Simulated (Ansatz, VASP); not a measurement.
## Two plane-wave programs on NiOs

File INCAR:

```
PREC     = Accurate       # precision mode
ENCUT    = 600            # plane-wave cutoff, eV
EDIFF    = 1E-6           # SCF threshold, eV
ISMEAR   = 0              # smearing method
SIGMA    = 0.1            # smearing width, eV
LREAL    = F              # projectors in reciprocal space
LASPH    = T              # aspherical terms in the spheres
NELM     = 100            # most SCF steps
ALGO     = Normal         # electronic algorithm
ISIF     = 3              # what is computed and relaxed
LWAVE    = F              # write WAVECAR
LCHARG   = F              # write CHGCAR
GGA      = PE             # functional
IBRION   = 2              # ionic algorithm
NSW      = 100            # ionic steps
EDIFFG   = -0.01          # ionic threshold
```

KPOINTS

```
regular mesh
0
Gamma
  16 16 12
```

POSCAR

```
NiOs
1.0
    2.6365157809      0.0000000000      0.0000000000
    0.0000000000      2.6365157809      0.0000000000
    0.0000000000      0.0000000000      3.5856614620
Ni Os
1 1
Direct
    0.0000000000      0.0000000000      0.0000000000
    0.5000000000      0.5000000000      0.5000000000
```

Input for Ansatz:

```yaml
crystal:
  lattice:
    - [2.6365157809, 0.0, 0.0]
    - [0.0, 2.6365157809, 0.0]
    - [0.0, 0.0, 3.585661462]
  atoms:
    - { symbol: Ni, position: [0.0, 0.0, 0.0] }
    - { symbol: Os, position: [0.5, 0.5, 0.5] }
basis:
  ecutwfc: 420
kpoints:
  mp_grid: { grid: [16, 16, 12] }
hamiltonian:
  xc: pbe
scf:
  occupations: { method: gaussian, width: 0.1 }
output:
  forces: true
  stress: true
  eigenvalues: true
relax:
  adjacent_minimum: "off"
  f_tol: 0.01
  max_steps: 80
  cell: { stress_tol: 0.05 }
```

Alike in both runs: task relaxation of cell and atoms; functional PBE; k mesh 16 × 16 × 12; occupations gaussian, width 0.1 eV; no spin polarisation.

|  | VASP | Ansatz |
| --- | --- | --- |
| version | VASP 6.6.1 | Ansatz 0.2.0 |
| potentials or method | VASP PAW PBE potentials, release 64 (Ni, Os), cutoff 600 eV | scalar-relativistic, plane waves, PAW |
| valence electrons in the cell | 18 | 34 |

```tsv
	VASP	Ansatz	Ansatz less VASP
gap on the k mesh at the Fermi level, each at its own relaxed structure (eV)	none	none	-
relaxed volume (Å³/atom)	12.64	12.65	+0.007
relaxed cell length with the largest relative difference (Å)	3.706	3.704	-0.0020
```

A gap of «none» marks a metal or a gap that the smearing closes. VASP's potentials hold 18 valence electrons a cell and Ansatz's 34, so a difference there can come from the potentials and not from the codes.

Spin-orbit coupling is off throughout.
